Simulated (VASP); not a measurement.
Write the native input for VASP 6.6.1 that does the following.

```yaml
Task: single point
Functional: PBE
Potentials_or_basis: VASP PAW PBE potentials, release 64 (Sn_d, O)
Cutoff: 520 eV
k_mesh: 6 × 6 × 4
Occupations: fermi-dirac, width 0.05 eV
Spin: no spin polarisation
Dipole_correction: no
Further_INCAR_settings: ALGO = Normal; EDIFF = 1e-07; NBANDS = 28
```

The structure of SnO (Romarchite) lies in POSCAR:

```
SnO
1.0
    3.8649644759      0.0000000000      0.0000000000
    0.0000000000      3.8649644759      0.0000000000
    0.0000000000      0.0000000000      4.9253725149
Sn O
2 2
Direct
    0.5000000000      0.0000000000      0.2369000000
    0.0000000000      0.5000000000      0.7631000000
    0.0000000000      0.0000000000      0.0000000000
    0.5000000000      0.5000000000      0.0000000000
```

These files were run (other wordings do the same):

INCAR

```
PREC     = Accurate       # precision mode
ENCUT    = 520            # plane-wave cutoff, eV
EDIFF    = 1E-7           # SCF threshold, eV
ISMEAR   = -1             # smearing method
SIGMA    = 0.05           # smearing width, eV
LREAL    = False          # projectors in reciprocal space
LASPH    = True           # aspherical terms in the spheres
NELM     = 60             # most SCF steps
ALGO     = Normal         # electronic algorithm
ISIF     = 2              # what is computed and relaxed
LWAVE    = False          # write WAVECAR
LCHARG   = False          # write CHGCAR
GGA      = PE             # functional
NBANDS   = 28             # bands
```

KPOINTS

```
Automatic mesh
0
Gamma
  6 6 4
```

Potentials or basis: VASP PAW PBE potentials, release 64 (Sn_d, O).

The run is started by

```bash
$ cat potpaw_PBE.64/Sn_d/POTCAR potpaw_PBE.64/O/POTCAR > POTCAR
$ mpirun -np 1 vasp_std > vasp.out
```

Results of the run:

```yaml
Pressure: 0.1 GPa
Largest_force: 0.119 eV/Å
Band_gap_on_the_k_mesh: 0.26 eV, indirect (least direct gap 2.02 eV)
```

Caveat: spin-orbit coupling is left out, which moves the levels of the heavy elements.

Wall time 120 s on 1 thread of Intel Xeon 8259CL, with other jobs on the host, peak memory 0.21 GiB.
